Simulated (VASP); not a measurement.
# TiC (Fm-3m) in VASP: notebook

TiC is run at these levels: r2SCAN; tasks: single point.

Everything below comes from runs of VASP 6.6.1. Logs are shortened: lines on timing, memory, paths and dates and some standing lists are left out, and cuts for length are marked.

**1. The cell of the first run**

The structure is cubic, space group Fm-3m (No. 225). The conventional cell has a = 4.243 Å, b = 4.243 Å, c = 4.243 Å, α = 90.00°, β = 90.00°, γ = 90.00°. Within 2.8 Å of Ti (site symmetry m-3m) lie 6 C at 2.12 Å. C (site symmetry m-3m) has 6 Ti at 2.12 Å within 2.8 Å.

**2. Single point, r2SCAN**

POSCAR reads:

```
TiC
1.0
    0.0000000000      2.1215080947      2.1215080947
    2.1215080947      0.0000000000      2.1215080947
    2.1215080947      2.1215080947      0.0000000000
Ti C
1 1
Direct
    0.0000000000      0.0000000000      0.0000000000
    0.5000000000      0.5000000000      0.5000000000
```

INCAR.step1 reads:

```
SYSTEM = TiC
ALGO = Normal ; EDIFF = 1E-4
ENCUT = 520 ; GGA = PE
ISMEAR = -1 ; LASPH = .TRUE.
LCHARG = .FALSE. ; LREAL = .FALSE.
LWAVE = .TRUE. ; NBANDS = 15
NELM = 60 ; PREC = Accurate
SIGMA = 0.05
```

INCAR.step2 reads:

```
SYSTEM = TiC
ALGO = Normal ; EDIFF = 1E-6
ENCUT = 520 ; ISIF = 2
ISMEAR = -1 ; ISTART = 1
LASPH = .TRUE. ; LCHARG = .FALSE.
LMIXTAU = .TRUE. ; LREAL = .FALSE.
LWAVE = .FALSE. ; METAGGA = R2SCAN
NBANDS = 15 ; NELM = 60
PREC = Accurate ; SIGMA = 0.05
```

KPOINTS reads:

```
k-points
0
G
  11 11 11
  0 0 0
```

Potentials or basis: VASP PAW PBE potentials, release 64 (Ti_sv, C).

On the command line:

```
$ cat potpaw_PBE.64/Ti_sv/POTCAR potpaw_PBE.64/C/POTCAR > POTCAR
$ cp INCAR.step1 INCAR
$ mpirun -np 1 vasp_std > vasp.out
$ cp INCAR.step2 INCAR
$ mpirun -np 1 vasp_std > vasp.out
```

OUTCAR:

```text
SYSTEM = TiC
   EDIFF = 1E-6
   ENCUT = 520
   ISIF = 2
   ISMEAR = -1
   ISTART = 1
   LASPH = .TRUE.
   LREAL = .FALSE.
   METAGGA = R2SCAN
   NELM = 60
   PREC = Accurate

 ion  position               nearest neighbor table
   1  0.000  0.000  0.000-   2 2.12   2 2.12   2 2.12   2 2.12   2 2.12   2 2.12
   2  0.500  0.500  0.500-   1 2.12   1 2.12   1 2.12   1 2.12   1 2.12   1 2.12

  LATTYP: Found a face centered cubic cell.
 ALAT       =     4.2430161894

  Lattice vectors:

 A1 = (   0.0000000000,   2.1215080947,   2.1215080947)
 A2 = (   2.1215080947,   0.0000000000,   2.1215080947)
 A3 = (   2.1215080947,   2.1215080947,   0.0000000000)

Analysis of symmetry for initial positions (statically):
=====================================================================
 Subroutine PRICEL returns:
 Original cell was already a primitive cell.

 Routine SETGRP: Setting up the symmetry group for a
 face centered cubic supercell.

 Subroutine GETGRP returns: Found 48 space group operations
[... 9 lines left out ...]

 Routine SETGRP: Setting up the symmetry group for a
 face centered cubic supercell.

 Subroutine GETGRP returns: Found 48 space group operations
[... 11 lines left out ...]
                                     Primitive cell

  volume of cell :      19.0970

  direct lattice vectors                    reciprocal lattice vectors
     0.000000000  2.121508095  2.121508095    -0.235681401  0.235681401  0.235681401
     2.121508095  0.000000000  2.121508095     0.235681401 -0.235681401  0.235681401
     2.121508095  2.121508095  0.000000000     0.235681401  0.235681401 -0.235681401

  length of vectors
     3.000265520  3.000265520  3.000265520     0.408212161  0.408212161  0.408212161

  position of ions in fractional coordinates (direct lattice)
[... 8 lines left out ...]
----------------------------------------------------------------------------------------

 KPOINTS: k-points

Automatic generation of k-mesh.
 Grid dimensions read from file:
 generate k-points for:   11   11   11

 Generating k-lattice:

  Cartesian coordinates                     Fractional coordinates (reciprocal lattice)
    -0.021425582  0.021425582  0.021425582     0.090909091  0.000000000  0.000000000
     0.021425582 -0.021425582  0.021425582     0.000000000  0.090909091  0.000000000
     0.021425582  0.021425582 -0.021425582     0.000000000  0.000000000  0.090909091

  Length of vectors
     0.037110196  0.037110196  0.037110196

  Shift w.r.t. Gamma in fractional coordinates (k-lattice)
     0.000000000  0.000000000  0.000000000

 Subroutine IBZKPT returns following result:
 ===========================================

[... 52 lines left out ...]
   NFREE  =      0    steps in history (QN), initial steepest desc. (CG)
   ISIF   =      2    stress and relaxation
   ISYM   =      2    0-nonsym 1-usesym 2-fastsym
   POTIM  = 0.5000    time-step for ionic-motion
   TEBEG  =    0.0;   TEEND  =   0.0 temperature during run
   PSTRESS=    0.0 pullay stress
   NELECT =      16.0000    total number of electrons
   NUPDOWN=      -1.0000    fix difference up-down
   EMIN   =  10.00;   EMAX   =-10.00  energy-range for DOS
   EFERMI =   0.00;   METHOD = LEGACY
   ISMEAR =    -1;   SIGMA  =   0.05  broadening in eV -4-tet -1-fermi 0-gaus
   EFERMI_NEDOS =   21; number of points for ismear=-14 and -15
   IALGO  =     38    algorithm
   IMIX   =      4    mixing-type and parameters
     AMIX     =   0.40;   BMIX     =  1.00
     AMIX_MAG =   1.60;   BMIX_MAG =  1.00
  volume/ion in A,a.u.               =       9.55        64.44
  Fermi-wavevector in a.u.,A,eV,Ry     =   1.543335  2.916480 32.407474  2.381882
  Thomas-Fermi vector in A             =   2.649012
   LORBIT       =      0    0 simple, 1 ext, 2 COOP (PROOUT), +10 PAW based schemes
   METAGGA = R2SCAN    functional components
   LHFCALC =     F    Hartree Fock is set to
   AEXX    =    0.0000 exact exchange contribution
   IVDW    =     0    specifies the selected vdW correction
   LEPSILON=     F    determine dielectric tensor
   LRPA    =     F    only Hartree local field effects (RPA)
 non-spin polarized calculation
  energy-cutoff  :      520.00
  volume of cell :       19.10
 maximum number of plane-waves:       532
   NGX = 11   NGY = 11   NGZ = 11

 number of electron      16.0000002 magnetization

 Free energy of the ion-electron system (eV)
  ---------------------------------------------------
  ext. energy  EPLUGINS =         0.00000000
  ---------------------------------------------------
  free energy    TOTEN  =       -24.80005148 eV

  energy without entropy =      -24.79793290  energy(sigma->0) =      -24.79899219

 E-fermi :  10.3090     XC(G=0): -13.9527

 val. band max:       10.2214783225   @ k =   0.1818   0.1818   0.0000
 cond. band min:      10.3513296903   @ k =   0.0909   0.0000   0.0000
 fundamental gap:      0.1298513678
 Fermi energy:        10.3090385538

 k-point     1 :       0.0000    0.0000    0.0000
  band No.  band energies     occupation
      1     -48.5497      2.00000
      2     -23.4920      2.00000
      3     -23.4919      2.00000
      4     -23.4919      2.00000
      5      -3.2636      2.00000
      6      11.1250      0.00000
      7      11.1250      0.00000
      8      11.1250      0.00000
      9      11.9809      0.00000
     10      11.9809      0.00000
     11      11.9809      0.00000
     12      12.0936      0.00000
     13      12.0936      0.00000
     14      22.3961      0.00000
[... 401 lines left out ...]
      2     -23.8468      2.00000
      3     -23.6288      2.00000
      4     -23.5139      2.00000
      5      -1.3752      2.00000
      6       6.5983      2.00000
      7       7.6870      2.00000
      8       8.1091      2.00000
      9      12.0936      0.00000
     10      13.2760      0.00000
     11      14.2581      0.00000
     12      15.1932      0.00000
     13      18.3463      0.00000
     14      23.4723      0.00000
     15      24.8894      0.00000

 [... further k-points ...]
[... 5 lines left out ...]
  --------------------------------------------------------------------------------------
  -------------------------------------------------------------------------------------
  Total        2.2165213      2.2165213      2.2165213     -0.0000000      0.0000000      0.0000000
  in kB      185.9595165    185.9595165    185.9595165     -0.0000000      0.0000000      0.0000000
  external PRESSURE =     185.9595165 kB  Pullay stress =       0.0000000 kB

 VOLUME and BASIS-vectors are now :
 -----------------------------------------------------------------------------
  energy-cutoff  :      520.00
  volume of cell :       19.10
      direct lattice vectors                 reciprocal lattice vectors
     0.000000000  2.121508095  2.121508095    -0.235681401  0.235681401  0.235681401
     2.121508095  0.000000000  2.121508095     0.235681401 -0.235681401  0.235681401
     2.121508095  2.121508095  0.000000000     0.235681401  0.235681401 -0.235681401

 POSITION                                       TOTAL-FORCE (eV/Angst)
 -----------------------------------------------------------------------------------
      0.00000      0.00000      0.00000        -0.000000     -0.000000      0.000000
      2.12151      2.12151      2.12151         0.000000      0.000000     -0.000000
 -----------------------------------------------------------------------------------
    total drift:                                0.000000     -0.000000     -0.000000

  FREE ENERGIE OF THE ION-ELECTRON SYSTEM (eV)
  ---------------------------------------------------
  free  energy   TOTEN  =       -24.8000514848 eV

  energy  without entropy=      -24.7979328970  energy(sigma->0) =      -24.79899219
```

OSZICAR.step1:

```text
N       E                     dE             d eps       ncg     rms          rms(c)
DAV:   1     0.117578807535E+03    0.11758E+03   -0.80604E+03  1680   0.129E+03
DAV:   2    -0.165955236937E+02   -0.13417E+03   -0.12585E+03  1799   0.333E+02
DAV:   3    -0.238446718852E+02   -0.72491E+01   -0.71378E+01  2174   0.766E+01
DAV:   4    -0.240757610207E+02   -0.23109E+00   -0.23099E+00  2057   0.126E+01
DAV:   5    -0.240821881750E+02   -0.64272E-02   -0.64256E-02  2203   0.185E+00    0.196E+01
DAV:   6    -0.191129538540E+02    0.49692E+01   -0.11233E+01  2363   0.567E+01    0.659E+00
DAV:   7    -0.186575449003E+02    0.45541E+00   -0.18370E+00  1965   0.194E+01    0.541E+00
DAV:   8    -0.186375452976E+02    0.20000E-01   -0.10979E-01  1899   0.412E+00    0.277E+00
DAV:   9    -0.186452692494E+02   -0.77240E-02   -0.59820E-02  2279   0.274E+00    0.848E-01
DAV:  10    -0.186432453303E+02    0.20239E-02   -0.86025E-03  2066   0.130E+00    0.514E-01
DAV:  11    -0.186423777874E+02    0.86754E-03   -0.17807E-03  1932   0.627E-01    0.100E-01
DAV:  12    -0.186423518487E+02    0.25939E-04   -0.19945E-04  1834   0.144E-01
   1 F= -.18642352E+02 E0= -.18641117E+02  d E =-.246875E-02
```

Run time: 35 s. Hardware: 1 thread of Intel Xeon Platinum 8488C (Sapphire Rapids), shared host; peak memory 0.15 GiB.

Results:

```yaml
Free_energy: -24.8001 eV
Pressure: 18.6 GPa
Band_gap_on_the_k_mesh: zero (band 8 reaches 11.12 eV, above the bottom of band 9 at 9.76 eV)
```

Caveat: the PAW data sets were made with another functional, which shifts forces and pressure a little.

**3. Single point, r2SCAN**

This run uses another cell than the first one, of 9.75 Å³/atom, 1.021 times its volume.

POSCAR reads:

```
TiC
1.0
    0.0000000000      2.1364487848      2.1364487848
    2.1364487848      0.0000000000      2.1364487848
    2.1364487848      2.1364487848      0.0000000000
Ti C
1 1
Direct
    0.0000000000      0.0000000000      0.0000000000
    0.5000000000      0.5000000000      0.5000000000
```

INCAR.step1 reads:

```
  PREC = Accurate
  ENCUT = 520
  ISMEAR = -1
  SIGMA = 0.05
  LREAL = F
  LASPH = T
  NELM = 80
  NBANDS = 15
  GGA = PE
  ALGO = Normal
  EDIFF = 1E-4
  LWAVE = T
  LCHARG = F
```

INCAR.step2 reads:

```
  PREC = Accurate
  ENCUT = 520
  EDIFF = 1E-7
  ISMEAR = -1
  SIGMA = 0.05
  LREAL = F
  LASPH = T
  NELM = 80
  ALGO = Normal
  ISIF = 2
  LWAVE = F
  LCHARG = F
  METAGGA = R2SCAN
  LMIXTAU = T
  NBANDS = 15
  ISTART = 1
```

KPOINTS reads:

```
regular mesh
0
Gamma
  11 11 11
```

Potentials or basis: VASP PAW PBE potentials, release 64 (Ti_sv, C).

On the command line:

```
$ cat potpaw_PBE.64/Ti_sv/POTCAR potpaw_PBE.64/C/POTCAR > POTCAR
$ cp INCAR.step1 INCAR
$ mpirun -np 1 vasp_std > vasp.out
$ cp INCAR.step2 INCAR
$ mpirun -np 1 vasp_std > vasp.out
```

Run time: 43 s. Hardware: 1 thread of Intel Xeon Platinum 8488C (Sapphire Rapids), shared host; peak memory 0.14 GiB.

It converged, with:

```
Free energy            : -24.8390 eV
Pressure               : 11.9 GPa
Band gap on the k mesh : zero (band 8 reaches 10.86 eV, above the bottom of band 9 at 9.50 eV)
```

Levels at points of the mesh, in eV from the Fermi level:
```csv
k point,band 5,band 6,band 7,band 8,band 9,band 10,band 11,band 12
"(0.00, 0.00, 0.00)",-13.48,0.81,0.81,0.81,1.64,1.64,1.64,1.73
```

Caveat: the PAW data sets were made with another functional, which shifts forces and pressure a little.

**4. Single point, r2SCAN**

This run uses another cell than the first one, of 9.95 Å³/atom, 1.043 times its volume.

POSCAR reads:

```
TiC
1.0
    0.0000000000      2.1511833799      2.1511833799
    2.1511833799      0.0000000000      2.1511833799
    2.1511833799      2.1511833799      0.0000000000
Ti C
1 1
Direct
    0.0000000000      0.0000000000      0.0000000000
    0.5000000000      0.5000000000      0.5000000000
```

INCAR.step1 reads:

```
SYSTEM = TiC
PREC = Accurate
ENCUT = 520
ISMEAR = -1
SIGMA = 0.05
LREAL = .False.
LASPH = .True.
NELM = 100
NBANDS = 15
GGA = PE
ALGO = Normal
EDIFF = 1E-4
LWAVE = .True.
LCHARG = .False.
```

INCAR.step2 reads:

```
SYSTEM = TiC
PREC = Accurate
ENCUT = 520
EDIFF = 1E-6
ISMEAR = -1
SIGMA = 0.05
LREAL = .False.
LASPH = .True.
NELM = 100
ALGO = Normal
ISIF = 2
LWAVE = .False.
LCHARG = .False.
METAGGA = R2SCAN
LMIXTAU = .True.
NBANDS = 15
ISTART = 1
```

KPOINTS reads:

```
Automatic mesh
0
Gamma
  11 11 11
  0 0 0
```

On the command line:

```
$ cat potpaw_PBE.64/Ti_sv/POTCAR potpaw_PBE.64/C/POTCAR > POTCAR
$ cp INCAR.step1 INCAR
$ mpirun -np 1 vasp_std > vasp.out
$ cp INCAR.step2 INCAR
$ mpirun -np 1 vasp_std > vasp.out
```

Run time: 38 s. Hardware: 1 thread of Intel Xeon Platinum 8488C (Sapphire Rapids), shared host; peak memory 0.15 GiB.

Results (log left out):

- Free energy: -24.8617 eV
- Pressure: 5.8 GPa
- Band gap on the k mesh: zero (band 8 reaches 10.60 eV, above the bottom of band 9 at 9.26 eV)

Levels at points of the mesh, in eV from the Fermi level:
```csv
k point,band 4,band 5,band 6,band 7,band 8,band 9,band 10,band 11,band 12,band 13
"(0.00, 0.00, 0.00)",-33.96,-13.38,0.80,0.80,0.80,1.61,1.61,1.61,1.69,1.69
```

Caveat: the PAW data sets were made with another functional, which shifts forces and pressure a little.

**5. Single point, r2SCAN**

This run uses another cell than the first one, of 10.36 Å³/atom, 1.085 times its volume.

POSCAR reads:

```
TiC
1.0
    0.0000000000      2.1800617706      2.1800617706
    2.1800617706      0.0000000000      2.1800617706
    2.1800617706      2.1800617706      0.0000000000
Ti C
1 1
Direct
    0.0000000000      0.0000000000      0.0000000000
    0.5000000000      0.5000000000      0.5000000000
```

INCAR.step1 reads:

```
SYSTEM = TiC
ALGO     = Normal         ! electronic algorithm
EDIFF    = 1E-4           ! SCF threshold, eV
ENCUT    = 520            ! plane-wave cutoff, eV
GGA      = PE             ! functional
ISMEAR   = -1             ! smearing method
LASPH    = .TRUE.         ! aspherical terms in the spheres
LCHARG   = .FALSE.        ! write CHGCAR
LREAL    = .FALSE.        ! projectors in reciprocal space
LWAVE    = .TRUE.         ! write WAVECAR
NBANDS   = 15             ! bands
NELM     = 60             ! most SCF steps
PREC     = Accurate       ! precision mode
SIGMA    = 0.05           ! smearing width, eV
```

INCAR.step2 reads:

```
SYSTEM = TiC
ALGO     = Normal         ! electronic algorithm
EDIFF    = 1E-6           ! SCF threshold, eV
ENCUT    = 520            ! plane-wave cutoff, eV
ISIF     = 2              ! what is computed and relaxed
ISMEAR   = -1             ! smearing method
ISTART   = 1            
LASPH    = .TRUE.         ! aspherical terms in the spheres
LCHARG   = .TRUE.         ! write CHGCAR
LELF     = .TRUE.         ! ELF
LMIXTAU  = .TRUE.       
LREAL    = .FALSE.        ! projectors in reciprocal space
LVHAR    = .TRUE.       
LWAVE    = .FALSE.        ! write WAVECAR
METAGGA  = R2SCAN         ! meta-GGA
NBANDS   = 15             ! bands
NELM     = 60             ! most SCF steps
PREC     = Accurate       ! precision mode
SIGMA    = 0.05           ! smearing width, eV
```

KPOINTS reads:

```
k-points
0
G
  11 11 11
  0 0 0
```

On the command line:

```
$ cat potpaw_PBE.64/Ti_sv/POTCAR potpaw_PBE.64/C/POTCAR > POTCAR
$ cp INCAR.step1 INCAR
$ mpirun -np 1 vasp_std > vasp.out
$ cp INCAR.step2 INCAR
$ mpirun -np 1 vasp_std > vasp.out
```

Run time: 37 s. Hardware: 1 thread of Intel Xeon Platinum 8488C (Sapphire Rapids), shared host; peak memory 0.15 GiB.

Results (log left out):

| Item | Value |
| --- | --- |
| Free energy | -24.8643 eV |
| Pressure | -4.7 GPa |
| Band gap on the k mesh | zero (band 8 reaches 10.11 eV, above the bottom of band 9 at 8.79 eV) |

Levels at points of the mesh, in eV from the Fermi level:
```
           k point  band 4  band 5  band 6  band 7  band 8  band 9  band 10  band 11  band 12  band 13
(0.00, 0.00, 0.00)  -34.11  -13.19    0.77    0.77    0.77    1.56     1.56     1.56     1.59     1.59
```

Caveat: the PAW data sets were made with another functional, which shifts forces and pressure a little.

[end of part 1 of 2]
